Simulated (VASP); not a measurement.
# Lu: single point with PBE

The system is Lu.

```xyz
1
Lattice="0.0000 2.4360 2.4360 2.4360 0.0000 2.4360 2.4360 2.4360 0.0000" Properties=species:S:1:pos:R:3 pbc="T T T"
Lu    0.0000    0.0000    0.0000
```

This isn't the form of Lu at room conditions, which is hcp.

```json
{
  "Program": "VASP 6.6.1",
  "Task": "single point",
  "Functional": "PBE",
  "Potentials or basis": "VASP PAW PBE potentials, release 64 (Lu)",
  "Cutoff": "520 eV",
  "k mesh": "20 × 20 × 20",
  "Occupations": "gaussian, width 0.1 eV",
  "Spin": "no spin polarisation",
  "Dipole correction": "no",
  "k mesh for the DOS": "30 × 30 × 30",
  "Occupations for the DOS": "tetrahedron",
  "Further INCAR settings": "ALGO = Fast; EDIFF = 1e-07"
}
```

```json
{
  "Valence electrons inside the program's atomic spheres": "Lu 23.15"
}
```

Levels at points of the mesh, in eV from the Fermi level:
| k point | band 9 | band 10 | band 11 | band 12 | band 13 | band 14 | band 15 | band 16 |
| --- | --- | --- | --- | --- | --- | --- | --- | --- |
| (0.00, 0.00, 0.00) | -4.97 | -4.89 | -4.89 | -4.89 | 2.25 | 2.25 | 2.25 | 4.65 |
| (0.50, 0.00, 0.00) | -4.91 | -4.91 | -4.89 | -2.60 | 0.33 | 2.04 | 2.04 | 6.42 |
| (0.50, 0.50, 0.00) | -4.92 | -4.92 | -4.92 | -2.05 | -0.83 | 1.93 | 6.44 | 6.95 |

Wall time 12 min on 1 thread of Oxide Virtual Turin-like Processor (shared host), peak memory 0.43 GiB.

Caveat: spin-orbit coupling is left out, which moves the levels of the heavy elements.
